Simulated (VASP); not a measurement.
# Ni3Pt (Pm-3m) in VASP: notebook

Runs on Ni3Pt. Level: LDA+U. Tasks: single point, density of states.

Program: VASP 6.6.1. These are calculated values, not measurements. Logs are shortened: lines on timing, memory, paths and dates and some standing lists are left out, and cuts for length are marked.

## 1. The cell of the first run

The structure is cubic, space group Pm-3m (No. 221). The conventional cell has a = 3.625 Å, b = 3.625 Å, c = 3.625 Å, α = 90.00°, β = 90.00°, γ = 90.00°. Ni (site symmetry 4/mmm) has 8 Ni at 2.56 Å and 4 Pt at 2.56 Å within 3.4 Å. Pt (site symmetry m-3m) has 12 Ni at 2.56 Å within 3.4 Å.

## 2. Single point, LDA+U, collinear spin, ferromagnetic start

The input, INCAR:

```
ALGO = Normal ; EDIFF = 1E-6
ENCUT = 520 ; ISIF = 2
ISMEAR = -1 ; ISPIN = 2
LASPH = True ; LCHARG = False
LDAU = True ; LDAUJ = 0 0
LDAUL = 2 2 ; LDAUPRINT = 1
LDAUTYPE = 2 ; LDAUU = 3 3
LMAXMIX = 4 ; LORBIT = 11
LREAL = False ; LWAVE = False
MAGMOM = 1.5 1.5 1.5 0.6 ; NBANDS = 32
NELM = 150 ; PREC = Accurate
SIGMA = 0.05
```

The input, KPOINTS:

```
k-points
0
Gamma
  9 9 9
```

The input, POSCAR:

```
Ni3Pt
1.0
    3.6245667900      0.0000000000      0.0000000000
    0.0000000000      3.6245667900      0.0000000000
    0.0000000000      0.0000000000      3.6245667900
Ni Pt
3 1
Direct
    0.5000000000      0.0000000000      0.5000000000
    0.0000000000      0.5000000000      0.5000000000
    0.5000000000      0.5000000000      0.0000000000
    0.0000000000      0.0000000000      0.0000000000
```

Potentials or basis: VASP PAW LDA potentials, release 64 (Ni, Pt).

The run is started by

```console
> cat potpaw_LDA.64/Ni/POTCAR potpaw_LDA.64/Pt/POTCAR > POTCAR
> mpirun -np 1 vasp_std > vasp.out
```

OUTCAR:

```text
EDIFF = 1E-6
   ENCUT = 520
   ISIF = 2
   ISMEAR = -1
   ISPIN = 2
   LASPH = True
   LORBIT = 11
   LREAL = False
   NELM = 150
   PREC = Accurate

 ion  position               nearest neighbor table
   1  0.500  0.000  0.500-   2 2.56   3 2.56   4 2.56   3 2.56   4 2.56   2 2.56   3 2.56   3 2.56
                             2 2.56   4 2.56   4 2.56   2 2.56
   2  0.000  0.500  0.500-   1 2.56   3 2.56   4 2.56   3 2.56   4 2.56   1 2.56   4 2.56   4 2.56
                             1 2.56   3 2.56   3 2.56   1 2.56
   3  0.500  0.500  0.000-   1 2.56   2 2.56   4 2.56   1 2.56   2 2.56   1 2.56   4 2.56   1 2.56
                             2 2.56   4 2.56   2 2.56   4 2.56
   4  0.000  0.000  0.000-   1 2.56   2 2.56   3 2.56   1 2.56   2 2.56   2 2.56   3 2.56   2 2.56
                             1 2.56   3 2.56   1 2.56   3 2.56

  LATTYP: Found a simple cubic cell.
 ALAT       =     3.6245667900

  Lattice vectors:

 A1 = (   3.6245667900,   0.0000000000,   0.0000000000)
 A2 = (   0.0000000000,   3.6245667900,   0.0000000000)
 A3 = (   0.0000000000,   0.0000000000,   3.6245667900)

Analysis of symmetry for initial positions (statically):
=====================================================================
 Subroutine PRICEL returns:
 Original cell was already a primitive cell.

 Routine SETGRP: Setting up the symmetry group for a
 simple cubic supercell.

 Subroutine GETGRP returns: Found 48 space group operations
 (whereof 48 operations were pure point group operations)
 out of a pool of 48 trial point group operations.

The static configuration has the point symmetry O_h .

Analysis of symmetry for dynamics (positions and initial velocities):
=====================================================================
 Subroutine PRICEL returns:
 Original cell was already a primitive cell.

 Routine SETGRP: Setting up the symmetry group for a
 simple cubic supercell.

 Subroutine GETGRP returns: Found 48 space group operations
 (whereof 48 operations were pure point group operations)
 out of a pool of 48 trial point group operations.

The dynamic configuration has the point symmetry O_h .

Analysis of structural, dynamic, and magnetic symmetry:
=====================================================================
 Subroutine PRICEL returns:
 Original cell was already a primitive cell.

 Routine SETGRP: Setting up the symmetry group for a
 simple cubic supercell.

 Subroutine GETGRP returns: Found 48 space group operations
 (whereof 48 operations were pure point group operations)
 out of a pool of 48 trial point group operations.

The overall configuration has the point symmetry O_h .

 Subroutine INISYM returns: Found 48 space group operations
 (whereof 48 operations are pure point group operations),
 and found     1 'primitive' translations

----------------------------------------------------------------------------------------

                                     Primitive cell

  volume of cell :      47.6177

  direct lattice vectors                    reciprocal lattice vectors
     3.624566790  0.000000000  0.000000000     0.275895040  0.000000000  0.000000000
     0.000000000  3.624566790  0.000000000     0.000000000  0.275895040  0.000000000
     0.000000000  0.000000000  3.624566790     0.000000000  0.000000000  0.275895040

  length of vectors
     3.624566790  3.624566790  3.624566790     0.275895040  0.275895040  0.275895040

  position of ions in fractional coordinates (direct lattice)
     0.500000000  0.000000000  0.500000000
     0.000000000  0.500000000  0.500000000
     0.500000000  0.500000000  0.000000000
[... 70 lines left out ...]
 SYSTEM =  unknown system
   PREC   = accura    normal or accurate (medium, high low for compatibility)
   ISTART =      0    job   : 0-new  1-cont  2-samecut
   ICHARG =      2    charge: 1-file 2-atom 10-const
   ISPIN  =      2    spin polarized calculation?
   LNONCOLLINEAR =      F non collinear calculations
   LSORBIT =      F    spin-orbit coupling
   LASPH  =      T    aspherical Exc in radial PAW
   ENCUT  =  520.0 eV  38.22 Ry    6.18 a.u.   6.74  6.74  6.74*2*pi/ulx,y,z
   NELM   =    150;   NELMIN=  2; NELMDL= -5     # of ELM steps
   EDIFF  = 0.1E-05   stopping-criterion for ELM
   LREAL  =      F    real-space projection
   EDIFFG = 0.1E-04   stopping-criterion for IOM
   NSW    =      0    number of steps for IOM
   IBRION =     -1    ionic relax: 0-MD 1-quasi-New 2-CG
   NFREE  =      0    steps in history (QN), initial steepest desc. (CG)
   ISIF   =      2    stress and relaxation
   ISYM   =      2    0-nonsym 1-usesym 2-fastsym
   POTIM  = 0.5000    time-step for ionic-motion
   TEBEG  =    0.0;   TEEND  =   0.0 temperature during run
   PSTRESS=    0.0 pullay stress
   NELECT =      40.0000    total number of electrons
   NUPDOWN=      -1.0000    fix difference up-down
   EMIN   =  10.00;   EMAX   =-10.00  energy-range for DOS
   EFERMI =   0.00;   METHOD = LEGACY
   ISMEAR =    -1;   SIGMA  =   0.05  broadening in eV -4-tet -1-fermi 0-gaus
   EFERMI_NEDOS =   21; number of points for ismear=-14 and -15
   IALGO  =     38    algorithm
   IMIX   =      4    mixing-type and parameters
     AMIX     =   0.40;   BMIX     =  1.00
     AMIX_MAG =   1.60;   BMIX_MAG =  1.00
  volume/ion in A,a.u.               =      11.90        80.34
  Fermi-wavevector in a.u.,A,eV,Ry     =   1.544681  2.919023 32.464024  2.386038
  Thomas-Fermi vector in A             =   2.650167
   LORBIT       =     11    0 simple, 1 ext, 2 COOP (PROOUT), +10 PAW based schemes
 LDA+U is selected, type is set to LDAUTYPE =  2
   angular momentum for each species LDAUL =     2    2
   U (eV)           for each species LDAUU =   3.0  3.0
   J (eV)           for each species LDAUJ =   0.0  0.0
   GGA     = CA    functional components
   LHFCALC =     F    Hartree Fock is set to
   AEXX    =    0.0000 exact exchange contribution
   IVDW    =     0    specifies the selected vdW correction
   LEPSILON=     F    determine dielectric tensor
   LRPA    =     F    only Hartree local field effects (RPA)
 spin polarized calculation
  energy-cutoff  :      520.00
  volume of cell :       47.62
 maximum number of plane-waves:      1309
 NGX is ok and might be reduce to    28
   NGX = 13   NGY = 13   NGZ = 13

atom =   1  type =  1  l = 2

 onsite density matrix

spin component  1
[... 116 lines left out ...]
  o =  0.7713  v =  0.0000  0.0000  0.0000  0.0000  0.0000  1.0000  0.0000  0.0000  0.0000  0.0000      0.0000  0.0000  0.0000  0.0000  0.0000  0.0000  0.0000  0.0000  0.0000  0.0000
  o =  0.7713  v =  0.0000  0.0000  0.0000  0.0000  0.0000  0.0000 -0.9656  0.0000 -0.2600 -0.0000      0.0000  0.0000  0.0000  0.0000  0.0000  0.0000  0.0000  0.0000  0.0000  0.0000
  o =  0.7713  v =  0.0000  0.0000  0.0000  0.0000  0.0000  0.0000 -0.2600  0.0000  0.9656 -0.0000      0.0000  0.0000  0.0000  0.0000  0.0000  0.0000  0.0000  0.0000  0.0000  0.0000
  o =  0.8558  v =  0.0000  0.0000  0.0000  0.0000  0.0000  0.0000  0.0000  0.9998 -0.0000  0.0203      0.0000  0.0000  0.0000  0.0000  0.0000  0.0000  0.0000  0.0000  0.0000  0.0000
  o =  0.8558  v =  0.0000  0.0000  0.0000  0.0000  0.0000  0.0000 -0.0000 -0.0203 -0.0000  0.9998      0.0000  0.0000  0.0000  0.0000  0.0000  0.0000  0.0000  0.0000  0.0000  0.0000
  o =  0.8716  v =  0.0000 -0.0931 -0.0000 -0.9957  0.0000  0.0000  0.0000  0.0000  0.0000  0.0000      0.0000  0.0000  0.0000  0.0000  0.0000  0.0000  0.0000  0.0000  0.0000  0.0000
  o =  0.8716  v =  0.0000 -0.9957 -0.0000  0.0931 -0.0000  0.0000  0.0000  0.0000  0.0000  0.0000      0.0000  0.0000  0.0000  0.0000  0.0000  0.0000  0.0000  0.0000  0.0000  0.0000
  o =  0.8716  v =  1.0000  0.0000  0.0000  0.0000  0.0000  0.0000  0.0000  0.0000  0.0000  0.0000      0.0000  0.0000  0.0000  0.0000  0.0000  0.0000  0.0000  0.0000  0.0000  0.0000
  o =  0.8844  v =  0.0000 -0.0000  0.9984 -0.0000 -0.0572  0.0000  0.0000  0.0000  0.0000  0.0000      0.0000  0.0000  0.0000  0.0000  0.0000  0.0000  0.0000  0.0000  0.0000  0.0000
  o =  0.8844  v =  0.0000 -0.0000  0.0572  0.0000  0.9984  0.0000  0.0000  0.0000  0.0000  0.0000      0.0000  0.0000  0.0000  0.0000  0.0000  0.0000  0.0000  0.0000  0.0000  0.0000

 number of electron      40.0000061 magnetization       2.5178632

 Free energy of the ion-electron system (eV)
  ---------------------------------------------------
  ext. energy  EPLUGINS =         0.00000000
  ---------------------------------------------------
  free energy    TOTEN  =       -19.66800815 eV

  energy without entropy =      -19.63084230  energy(sigma->0) =      -19.64942523

 E-fermi :   9.2445     XC(G=0): -13.5965

 val. band max:        9.2419378873   @ k =   0.0000   0.0000   0.0000
 cond. band min:       9.2504611267   @ k =   0.4444   0.3333   0.3333
 fundamental gap:      0.0085232394
 Fermi energy:         9.2444764930

 spin component 1

 k-point     1 :       0.0000    0.0000    0.0000
  band No.  band energies     occupation
      1       0.3022      1.00000
      2       2.8785      1.00000
      3       2.8785      1.00000
      4       3.6657      1.00000
      5       3.6657      1.00000
      6       3.6657      1.00000
[... 1673 lines left out ...]
     31      25.3485      0.00000
     32      26.1278      0.00000

 [... further k-points ...]
[... 5 lines left out ...]
  --------------------------------------------------------------------------------------
  -------------------------------------------------------------------------------------
  Total       -5.1384289     -5.1384289     -5.1384289     -0.0000000     -0.0000000     -0.0000000
  in kB     -172.8910895   -172.8910895   -172.8910895     -0.0000000     -0.0000000     -0.0000000
  external PRESSURE =    -172.8910895 kB  Pullay stress =       0.0000000 kB

 VOLUME and BASIS-vectors are now :
 -----------------------------------------------------------------------------
  energy-cutoff  :      520.00
  volume of cell :       47.62
      direct lattice vectors                 reciprocal lattice vectors
     3.624566790  0.000000000  0.000000000     0.275895040  0.000000000  0.000000000
     0.000000000  3.624566790  0.000000000     0.000000000  0.275895040  0.000000000
     0.000000000  0.000000000  3.624566790     0.000000000  0.000000000  0.275895040

 POSITION                                       TOTAL-FORCE (eV/Angst)
 -----------------------------------------------------------------------------------
      1.81228      0.00000      1.81228         0.000000      0.000000      0.000000
      0.00000      1.81228      1.81228         0.000000      0.000000      0.000000
      1.81228      1.81228      0.00000         0.000000      0.000000      0.000000
      0.00000      0.00000      0.00000         0.000000      0.000000      0.000000
 -----------------------------------------------------------------------------------
    total drift:                                0.000000      0.000000      0.000000

  FREE ENERGIE OF THE ION-ELECTRON SYSTEM (eV)
  ---------------------------------------------------
  free  energy   TOTEN  =       -19.6680081478 eV

  energy  without entropy=      -19.6308423027  energy(sigma->0) =      -19.64942523

 total charge

# of ion       s       p       d       tot
------------------------------------------
    1        0.456   0.447   8.446   9.350
    2        0.456   0.447   8.446   9.350
    3        0.456   0.447   8.446   9.350
    4        0.727   0.593   8.348   9.668
--------------------------------------------------
tot          2.095   1.935  33.688  37.718

 magnetization (x)

# of ion       s       p       d       tot
------------------------------------------
    1       -0.007  -0.021   0.790   0.762
    2       -0.007  -0.021   0.790   0.762
    3       -0.007  -0.021   0.790   0.762
    4       -0.016  -0.043   0.358   0.299
--------------------------------------------------
tot         -0.038  -0.106   2.729   2.585
```

Run time: 60 s. Hardware: 1 thread of Intel Xeon 6975P-C, shared host; peak memory 0.21 GiB.

What came out:

```yaml
Free_energy: -19.6680 eV
Pressure: -17.3 GPa
Net_moment: 2.52 μB per cell
Site_moments: Ni +0.76; Pt +0.30 μB
Valence_electrons_inside_the_program's_atomic_spheres: Ni 9.35; Pt 9.67
```

Levels at points of the mesh, in eV from the Fermi level:
Spin up:
| k point | band 17 | band 18 | band 19 | band 20 | band 21 | band 22 | band 23 | band 24 | band 25 | band 26 |
| --- | --- | --- | --- | --- | --- | --- | --- | --- | --- | --- |
| (0.00, 0.00, 0.00) | -0.69 | -0.69 | -0.41 | -0.41 | -0.41 | 2.74 | 2.74 | 2.74 | 8.39 | 10.36 |
Spin down:
| k point | band 16 | band 17 | band 18 | band 19 | band 20 | band 21 | band 22 | band 23 |
| --- | --- | --- | --- | --- | --- | --- | --- | --- |
| (0.00, 0.00, 0.00) | 0.28 | 0.28 | 0.28 | 1.12 | 1.12 | 1.12 | 2.78 | 2.78 |

Eigenvalues of the final occupation matrices:
```
    site  spin  trace               eigenvalues
site 1 d     1   4.63  0.92 0.92 0.92 0.93 0.94
site 1 d     2   3.84  0.57 0.75 0.75 0.86 0.91
site 2 d     1   4.63  0.92 0.92 0.92 0.93 0.94
site 2 d     2   3.84  0.57 0.75 0.75 0.86 0.91
site 3 d     1   4.63  0.92 0.92 0.92 0.93 0.94
site 3 d     2   3.84  0.57 0.75 0.75 0.86 0.91
site 4 d     1   4.38  0.87 0.87 0.87 0.88 0.88
site 4 d     2   4.03  0.77 0.77 0.77 0.86 0.86
```

Caveat: spin-orbit coupling is left out, which moves the levels of the heavy elements; the U is typed as a test and isn't derived for this compound.

## 3. Single point, LDA+U, collinear spin, ferromagnetic start

The input, INCAR:

```
SYSTEM = Ni3Pt
PREC     = Accurate       ! precision mode
ENCUT    = 520            ! plane-wave cutoff, eV
EDIFF    = 1E-7           ! SCF threshold, eV
ISMEAR   = -1             ! smearing method
SIGMA    = 0.05           ! smearing width, eV
LREAL    = .False.        ! projectors in reciprocal space
LASPH    = .True.         ! aspherical terms in the spheres
NELM     = 150            ! most SCF steps
ALGO     = Normal         ! electronic algorithm
ISIF     = 2              ! what is computed and relaxed
LWAVE    = .False.        ! write WAVECAR
LCHARG   = .False.        ! write CHGCAR
ISPIN    = 2              ! spin polarisation
MAGMOM   = 1.5 1.5 1.5 0.6 ! initial moments
LORBIT   = 11             ! projections on sites
LMAXMIX  = 4              ! l up to which the mixer works
LDAU     = .True.         ! DFT+U
LDAUTYPE = 2            
LDAUL    = 2 2            ! shell
LDAUU    = 3 3            ! U, eV
LDAUJ    = 0 0          
LDAUPRINT= 1            
GGA      = CA             ! functional
NBANDS   = 32             ! bands
```

The input, KPOINTS:

```
regular mesh
0
Gamma
  9 9 9
  0 0 0
```

POSCAR is that of step 2.

Potentials or basis: VASP PAW LDA potentials, release 64 (Ni, Pt).

The run is started by

```console
> cat potpaw_LDA.64/Ni/POTCAR potpaw_LDA.64/Pt/POTCAR > POTCAR
> mpirun -np 1 vasp_std > vasp.out
```

Run time: 83 s. Hardware: 1 thread of Intel Xeon 6975P-C, shared host; peak memory 0.21 GiB.

The run converged. Its results:

| Item | Value |
| --- | --- |
| Free energy | -19.6680 eV |
| Pressure | -17.3 GPa |
| Net moment | 2.52 μB per cell |
| Site moments | Ni +0.76; Pt +0.30 μB |
| Valence electrons inside the program's atomic spheres | Ni 9.35; Pt 9.67 |

Levels at points of the mesh, in eV from the Fermi level:
Spin up:
| k point | band 19 | band 20 | band 21 | band 22 | band 23 | band 24 |
| --- | --- | --- | --- | --- | --- | --- |
| (0.00, 0.00, 0.00) | -0.41 | -0.41 | -0.41 | 2.74 | 2.74 | 2.74 |
Spin down:
| k point | band 16 | band 17 | band 18 | band 19 | band 20 | band 21 | band 22 | band 23 |
| --- | --- | --- | --- | --- | --- | --- | --- | --- |
| (0.00, 0.00, 0.00) | 0.28 | 0.28 | 0.28 | 1.12 | 1.12 | 1.12 | 2.78 | 2.78 |

Eigenvalues of the final occupation matrices:
| site | spin | trace | eigenvalues |
| --- | --- | --- | --- |
| site 1 d | 1 | 4.63 | 0.92 0.92 0.92 0.93 0.94 |
| site 1 d | 2 | 3.84 | 0.57 0.75 0.75 0.86 0.91 |
| site 2 d | 1 | 4.63 | 0.92 0.92 0.92 0.93 0.94 |
| site 2 d | 2 | 3.84 | 0.57 0.75 0.75 0.86 0.91 |
| site 3 d | 1 | 4.63 | 0.92 0.92 0.92 0.93 0.94 |
| site 3 d | 2 | 3.84 | 0.57 0.75 0.75 0.86 0.91 |
| site 4 d | 1 | 4.38 | 0.87 0.87 0.87 0.88 0.88 |
| site 4 d | 2 | 4.03 | 0.77 0.77 0.77 0.86 0.86 |

Caveat: spin-orbit coupling is left out, which moves the levels of the heavy elements; the U is typed as a test and isn't derived for this compound.

(Continued in part 2 of 2.)
